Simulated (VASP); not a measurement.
# TiN (Osbornite) (Fm-3m) in VASP: vibrations by perturbation theory with LDA

Aim: the vibrations by perturbation theory of TiN (Osbornite) with LDA.

Program: VASP 6.6.1. These are calculated values, not measurements. Logs are shortened: lines on timing, memory, paths and dates and some standing lists are left out, and cuts for length are marked.

### 1 The cell of the first run

The structure is cubic, space group Fm-3m (No. 225). The conventional cell has a = 4.173 Å, b = 4.173 Å, c = 4.173 Å, α = 90.00°, β = 90.00°, γ = 90.00°. Within 2.8 Å of Ti (site symmetry m-3m) lie 6 N at 2.09 Å. Within 2.8 Å of N (site symmetry m-3m) lie 6 Ti at 2.09 Å.

### 2 Vibrations by perturbation theory, LDA

INCAR

```
SYSTEM = TiN
ALGO = Normal ; EDIFF = 1E-8
ENCUT = 520 ; GGA = CA
IBRION = 8 ; ISIF = 2
ISMEAR = -1 ; LASPH = .True.
LCHARG = .False. ; LREAL = .False.
LWAVE = .False. ; NBANDS = 16
NELM = 60 ; NSW = 1
PREC = Accurate ; SIGMA = 0.15
```

KPOINTS

```
k-points
0
Gamma
  18 18 18
  0 0 0
```

POSCAR

```
TiN
1.0
    0.0000000000      2.0864455354      2.0864455354
    2.0864455354      0.0000000000      2.0864455354
    2.0864455354      2.0864455354      0.0000000000
Ti N
1 1
Direct
    0.0000000000      0.0000000000      0.0000000000
    0.5000000000      0.5000000000      0.5000000000
```

Potentials or basis: VASP PAW LDA potentials, release 64 (Ti_sv, N).

Started as:

```sh
> cat potpaw_LDA.64/Ti_sv/POTCAR potpaw_LDA.64/N/POTCAR > POTCAR
> mpirun -np 1 vasp_std > vasp.out
```

OUTCAR:

```text
SYSTEM = TiN
   EDIFF = 1E-8
   ENCUT = 520
   GGA = CA
   IBRION = 8
   ISIF = 2
   ISMEAR = -1
   LASPH = .True.
   LREAL = .False.
   NELM = 60
   NSW = 1
   PREC = Accurate

 ion  position               nearest neighbor table
   1  0.000  0.000  0.000-   2 2.09   2 2.09   2 2.09   2 2.09   2 2.09   2 2.09
   2  0.500  0.500  0.500-   1 2.09   1 2.09   1 2.09   1 2.09   1 2.09   1 2.09

  LATTYP: Found a face centered cubic cell.
 ALAT       =     4.1728910708

  Lattice vectors:

 A1 = (   0.0000000000,   2.0864455354,   2.0864455354)
 A2 = (   2.0864455354,   0.0000000000,   2.0864455354)
 A3 = (   2.0864455354,   2.0864455354,   0.0000000000)

Analysis of symmetry for initial positions (statically):
=====================================================================
 Subroutine PRICEL returns:
 Original cell was already a primitive cell.

 Routine SETGRP: Setting up the symmetry group for a
 face centered cubic supercell.

 Subroutine GETGRP returns: Found 48 space group operations
 (whereof 48 operations were pure point group operations)
 out of a pool of 48 trial point group operations.

The static configuration has the point symmetry O_h .

Analysis of symmetry for dynamics (positions and initial velocities):
=====================================================================
 Subroutine PRICEL returns:
 Original cell was already a primitive cell.

 Routine SETGRP: Setting up the symmetry group for a
 face centered cubic supercell.

 Subroutine GETGRP returns: Found 48 space group operations
 (whereof 48 operations were pure point group operations)
 out of a pool of 48 trial point group operations.

The dynamic configuration has the point symmetry O_h .

 Subroutine INISYM returns: Found 48 space group operations
 (whereof 48 operations are pure point group operations),
 and found     1 'primitive' translations

----------------------------------------------------------------------------------------

                                     Primitive cell

  volume of cell :      18.1657

  direct lattice vectors                    reciprocal lattice vectors
     0.000000000  2.086445535  2.086445535    -0.239642009  0.239642009  0.239642009
     2.086445535  0.000000000  2.086445535     0.239642009 -0.239642009  0.239642009
     2.086445535  2.086445535  0.000000000     0.239642009  0.239642009 -0.239642009

  length of vectors
     2.950679573  2.950679573  2.950679573     0.415072135  0.415072135  0.415072135

  position of ions in fractional coordinates (direct lattice)
     0.000000000  0.000000000  0.000000000
     0.500000000  0.500000000  0.500000000

  ion indices of the primitive-cell ions
   primitive index   ion index
                 1           1
                 2           2

----------------------------------------------------------------------------------------

 KPOINTS: k-points

Automatic generation of k-mesh.
 Grid dimensions read from file:
 generate k-points for:   18   18   18

 Generating k-lattice:

  Cartesian coordinates                     Fractional coordinates (reciprocal lattice)
    -0.013313445  0.013313445  0.013313445     0.055555556  0.000000000  0.000000000
     0.013313445 -0.013313445  0.013313445     0.000000000  0.055555556  0.000000000
     0.013313445  0.013313445 -0.013313445     0.000000000  0.000000000  0.055555556

[... 71 lines left out ...]
   ISMEAR =    -1;   SIGMA  =   0.15  broadening in eV -4-tet -1-fermi 0-gaus
   EFERMI_NEDOS =   21; number of points for ismear=-14 and -15
   IALGO  =     38    algorithm
   IMIX   =      4    mixing-type and parameters
     AMIX     =   0.40;   BMIX     =  1.00
     AMIX_MAG =   1.60;   BMIX_MAG =  1.00
  volume/ion in A,a.u.               =       9.08        61.29
  Fermi-wavevector in a.u.,A,eV,Ry     =   1.601305  3.026028 34.887760  2.564178
  Thomas-Fermi vector in A             =   2.698304
   LORBIT       =      0    0 simple, 1 ext, 2 COOP (PROOUT), +10 PAW based schemes
   GGA     = CA    functional components
   LHFCALC =     F    Hartree Fock is set to
   AEXX    =    0.0000 exact exchange contribution
   IVDW    =     0    specifies the selected vdW correction
   LEPSILON=     F    determine dielectric tensor
   LRPA    =     F    only Hartree local field effects (RPA)
 non-spin polarized calculation
  energy-cutoff  :      520.00
  volume of cell :       18.17
 maximum number of plane-waves:       531
 NGX is ok and might be reduce to    24
   NGX = 11   NGY = 11   NGZ = 11

--------------------------------------- Ionic step        1  -------------------------------------------

 number of electron      16.9999996 magnetization

 Free energy of the ion-electron system (eV)
  ---------------------------------------------------
  ext. energy  EPLUGINS =         0.00000000
  ---------------------------------------------------
  free energy    TOTEN  =       -21.70125743 eV

  energy without entropy =      -21.64248188  energy(sigma->0) =      -21.67186966

 E-fermi :  11.8355     XC(G=0): -13.6419

 val. band max:       11.8160480685   @ k =   0.5000   0.2222   0.0000
 cond. band min:      11.8585669935   @ k =   0.1111   0.0556   0.0000
 fundamental gap:      0.0425189249
 Fermi energy:        11.8355067776

 k-point     1 :       0.0000    0.0000    0.0000
  band No.  band energies     occupation
      1     -45.2140      2.00000
      2     -21.5303      2.00000
      3     -21.5303      2.00000
      4     -21.5303      2.00000
      5      -5.2720      2.00000
      6       9.7971      2.00000
[... 433 lines left out ...]
      3     -21.5891      2.00000
      4     -21.5517      2.00000
      5      -4.1207      2.00000
      6       6.2381      2.00000
[... 8 lines left out ...]
     15      25.2376      0.00000
     16      29.4814      0.00000

 [... further k-points ...]
[... 5 lines left out ...]
  --------------------------------------------------------------------------------------
  -------------------------------------------------------------------------------------
  Total        0.1270404      0.1270404      0.1270404      0.0000000      0.0000000      0.0000000
  in kB       11.2047296     11.2047296     11.2047296      0.0000000      0.0000000      0.0000000
  external PRESSURE =      11.2047296 kB  Pullay stress =       0.0000000 kB

 VOLUME and BASIS-vectors are now :
 -----------------------------------------------------------------------------
  energy-cutoff  :      520.00
  volume of cell :       18.17
      direct lattice vectors                 reciprocal lattice vectors
     0.000000000  2.086445535  2.086445535    -0.239642009  0.239642009  0.239642009
     2.086445535  0.000000000  2.086445535     0.239642009 -0.239642009  0.239642009
     2.086445535  2.086445535  0.000000000     0.239642009  0.239642009 -0.239642009

 POSITION                                       TOTAL-FORCE (eV/Angst)
 -----------------------------------------------------------------------------------
      0.00000      0.00000      0.00000        -0.000000      0.000000      0.000000
      2.08645      2.08645      2.08645         0.000000     -0.000000     -0.000000
 -----------------------------------------------------------------------------------
    total drift:                                0.000000     -0.000000     -0.000000

  FREE ENERGIE OF THE ION-ELECTRON SYSTEM (eV)
  ---------------------------------------------------
  free  energy   TOTEN  =       -21.7012574333 eV

  energy  without entropy=      -21.6424818818  energy(sigma->0) =      -21.67186966

[... ionic steps 2 to 3 ...]

--------------------------------------- Ionic step        4  -------------------------------------------

------------------------ aborting loop because EDIFF is reached ----------------------------------------

[... ionic steps 5 to 6 ...]

--------------------------------------- Ionic step        7  -------------------------------------------

 Free energy of the ion-electron system (eV)
  ---------------------------------------------------
  ---------------------------------------------------
  free energy    TOTEN  =        -0.22869254 eV

  energy without entropy =       -0.22869254

------------------------ aborting loop because EDIFF is reached ----------------------------------------

 INTERNAL STRAIN TENSOR  FOR ION    2  DIRECTION 1   (eV/Angst):
 -----------------------------------------------------------------------------
     0.02874  0.00000 -0.00000
    -0.00000 -0.01509  0.00000
     0.00000  0.00000 -0.01509

 INTERNAL STRAIN TENSOR FOR ION    2 for displacements in x,y,z  (eV/Angst):
          X           Y           Z          XY          YZ          ZX
  --------------------------------------------------------------------------------
  x     0.00000     0.00000     0.00000     0.00000     0.00000     0.00000
  y     0.00000     0.00000     0.00000     0.00000     0.00000     0.00000
  z     0.00000     0.00000     0.00000     0.00000     0.00000     0.00000

 SECOND DERIVATIVES (NOT SYMMETRIZED)
 ------------------------------------
               1X          1Y          1Z          2X          2Y          2Z
  1X   -12.132496    0.000000    0.000000   12.132496    0.000000    0.000000
  1Y     0.000000  -12.132496    0.000000    0.000000   12.132496    0.000000
  1Z     0.000000    0.000000  -12.132496    0.000000    0.000000   12.132496
  2X    12.147136    0.000000    0.000000  -12.147136    0.000000    0.000000
  2Y     0.000000   12.147136    0.000000    0.000000  -12.147136    0.000000
  2Z     0.000000    0.000000   12.147136    0.000000    0.000000  -12.147136

 Eigenvectors and eigenvalues of the dynamical matrix
 ----------------------------------------------------

   1 f  =   16.552002 THz   103.999294 2PiTHz  552.115348 cm-1    68.453548 meV
             X         Y         Z           dx          dy          dz
      0.000000  0.000000  0.000000     0.000000    0.475443    0.000000
      2.086446  2.086446  2.086446     0.000000   -0.879747    0.000000
[... 21 lines left out ...]
   6 f/i=    0.004175 THz     0.026230 2PiTHz    0.139248 cm-1     0.017265 meV
             X         Y         Z           dx          dy          dz
      0.000000  0.000000  0.000000     0.000000    0.000000    0.879747
      2.086446  2.086446  2.086446     0.000000    0.000000    0.475443

--------------------------------------------------------------------------------------------------------

 ELASTIC MODULI CONTR FROM IONIC RELAXATION (kBar)
 Direction    XX          YY          ZZ          XY          YZ          ZX
 --------------------------------------------------------------------------------
 XX           0.0000      0.0000      0.0000      0.0000      0.0000      0.0000
 YY           0.0000      0.0000      0.0000      0.0000      0.0000      0.0000
 ZZ           0.0000      0.0000      0.0000      0.0000      0.0000      0.0000
 XY           0.0000      0.0000      0.0000      0.0000      0.0000      0.0000
 YZ           0.0000      0.0000      0.0000      0.0000      0.0000      0.0000
 ZX           0.0000      0.0000      0.0000      0.0000      0.0000      0.0000
 --------------------------------------------------------------------------------
```

It took 8.3 min on 1 thread of Intel Xeon Platinum 8259CL at 2.50GHz (Skylake/Cascade Lake), shared host; peak memory 0.4 GiB.

Results:

| Quantity | Value |
| --- | --- |
| Highest phonon frequency at Γ, LO-TO splitting left out | 552 cm⁻¹ |

Phonon frequencies in cm⁻¹ (negative: imaginary):
| q point | frequencies |
| --- | --- |
| (0.000, 0.000, 0.000) | 0 0 0 552 552 552 |

Caveat: the cell wasn't relaxed at this level first, which shifts response properties.
